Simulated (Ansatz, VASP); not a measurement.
## TlPbF3: VASP beside Ansatz

POSCAR

```
TlPbF3
1.0
    4.7781906825      0.0000000000      0.0000000000
    0.0000000000      4.7781906825      0.0000000000
    0.0000000000      0.0000000000      4.8020816359
Tl Pb F
1 1 3
Direct
    0.0000000000      0.0000000000      0.0000000000
    0.5000000000      0.5000000000      0.5000000000
    0.5000000000      0.5000000000      0.0000000000
    0.5000000000      0.0000000000      0.5000000000
    0.0000000000      0.5000000000      0.5000000000
```

The input INCAR.step1:

```
SYSTEM = TlPbF3
ALGO = Normal ; EDIFF = 1E-4
ENCUT = 520 ; GGA = PE
ISMEAR = 0 ; LASPH = .True.
LCHARG = .False. ; LREAL = .False.
LWAVE = .True. ; NBANDS = 32
NELM = 80 ; PREC = Accurate
SIGMA = 0.01
```

File INCAR.step2:

```
SYSTEM = TlPbF3
ALGO = Normal ; EDIFF = 1E-7
ENCUT = 520 ; ISIF = 2
ISMEAR = 0 ; ISTART = 1
LASPH = .True. ; LCHARG = .False.
LMIXTAU = .True. ; LREAL = .False.
LWAVE = .False. ; METAGGA = R2SCAN
NBANDS = 32 ; NELM = 80
PREC = Accurate ; SIGMA = 0.01
```

Contents of KPOINTS:

```
k-points
0
Gamma
  6 6 6
  0 0 0
```

Input for Ansatz:

```yaml
crystal:
  lattice:
    - [4.7781906825, 0.0, 0.0]
    - [0.0, 4.7781906825, 0.0]
    - [0.0, 0.0, 4.8020816359]
  atoms:
    - { symbol: Tl, position: [0.0, 0.0, 0.0] }
    - { symbol: Pb, position: [0.5, 0.5, 0.5] }
    - { symbol: F, position: [0.5, 0.5, 0.0] }
    - { symbol: F, position: [0.5, 0.0, 0.5] }
    - { symbol: F, position: [0.0, 0.5, 0.5] }
kpoints:
  mp_grid: { grid: [6, 6, 6] }
  band_path:
    path: [[0.0, 0.0, 0.0], [0.0, 0.5, 0.0], [0.5, 0.5, 0.0], [0.5, 0.5, 0.5]]
    npoints: 1
hamiltonian:
  xc: r2scan
scf:
  occupations: { method: fixed }
  n_extra_bands: 5
output:
  forces: true
  stress: true
  eigenvalues: true
```

Change from the starting cell: uniaxial_z strain +0.5%.

Alike in both runs: task single point; functional r2SCAN; k mesh 6 × 6 × 6; no spin polarisation.

|  | VASP | Ansatz |
| --- | --- | --- |
| version | VASP 6.6.1 | Ansatz 0.2.0 |
| potentials or method | VASP PAW PBE potentials, release 64 (Tl_d, Pb_d, F) | plane waves, PAW |
| plane-wave cutoff (eV) | 520 | 500 |
| occupations | gaussian, width 0.01 eV | fixed |
| valence electrons in the cell | 48 | 48 |

|  | VASP | Ansatz | Ansatz less VASP |
| --- | --- | --- | --- |
| gap on the k mesh at the Fermi level (eV) | 1.87 | 1.86 | -0.008 |
| pressure (GPa) | -0.3 | -0.3 | +0.04 |
| traceless stress, the component that is largest in VASP (GPa) | -0.27 | -0.26 | +0.007 |

VASP's potentials were made for PBE, not for r2SCAN.

Neither program's run includes spin-orbit coupling.
